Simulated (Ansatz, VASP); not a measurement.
**One calculation of CdS, two programs**

File INCAR:

```
SYSTEM = CdS
PREC = Accurate
ENCUT = 600
EDIFF = 1E-6
ISMEAR = -1
SIGMA = 0.05
LREAL = .False.
LASPH = .True.
NELM = 80
ALGO = Normal
ISIF = 3
LWAVE = .False.
LCHARG = .False.
GGA = B5
ALDAX = 1.0
AGGAX = 1.0
AGGAC = 1.0
ALDAC = 0.0
IVDW = 12
VDW_S6 = 1.0
VDW_S8 = 2.6996
VDW_A1 = 0.4298
VDW_A2 = 4.2359
IBRION = 2
NSW = 60
EDIFFG = -0.01
```

Contents of KPOINTS:

```
regular mesh
0
Gamma
  8 8 8
  0 0 0
```

File POSCAR:

```
CdS
1.0
    0.0000000000      2.7532440000      2.7532440000
    2.7532440000      0.0000000000      2.7532440000
    2.7532440000      2.7532440000      0.0000000000
Cd S
1 1
Direct
    0.0000000000      0.0000000000      0.0000000000
    0.5000000000      0.5000000000      0.5000000000
```

Contents of input.yaml:

```yaml
crystal:
  lattice:
    - [0.0, 2.753244, 2.753244]
    - [2.753244, 0.0, 2.753244]
    - [2.753244, 2.753244, 0.0]
  atoms:
    - { symbol: Cd, position: [0.0, 0.0, 0.0] }
    - { symbol: S, position: [0.5, 0.5, 0.5] }
hamiltonian:
  xc: blyp
  pseudopotentials: { kind: paw }
  dispersion: d3bj
kpoints:
  mp_grid: { grid: [8, 8, 8] }
scf:
  occupations: { method: fermi_dirac, width: 0.05 }
output:
  forces: true
  stress: true
  eigenvalues: true
relax:
  f_tol: 0.01
  max_steps: 40
  cell: { stress_tol: 0.05 }
```

Alike in both runs: task relaxation of cell and atoms; functional BLYP; dispersion D3(BJ); k mesh 8 × 8 × 8; occupations fermi-dirac, width 0.05 eV; no spin polarisation.

```csv
,VASP,Ansatz
version,VASP 6.6.1,Ansatz 0.2.0
potentials or method,"VASP PAW PBE potentials, release 64 (Cd, S)",Ansatz PAW
plane-wave cutoff (eV),600,420
valence electrons in the cell,18,26
```

VASP gave:

- gap on the k mesh at the Fermi level, each at its own relaxed structure (eV): 0.18
- relaxed volume (Å³/atom): 20.32
- relaxed cell length with the largest relative difference (Å): 3.859

**Question.** What did Ansatz give for the same quantities?

**Answer.** gap on the k mesh at the Fermi level, each at its own relaxed structure (eV): 0.17; relaxed volume (Å³/atom): 20.18; relaxed cell length with the largest relative difference (Å): 3.850.

VASP's potentials were made for PBE, not for BLYP. VASP's potentials hold 18 valence electrons a cell and Ansatz's 26, so a difference there can come from the potentials and not from the codes.

Noted on Ansatz's run: the plane-wave basis is chosen anew once the cell has moved, so the energies of steps on either side of that aren't comparable.
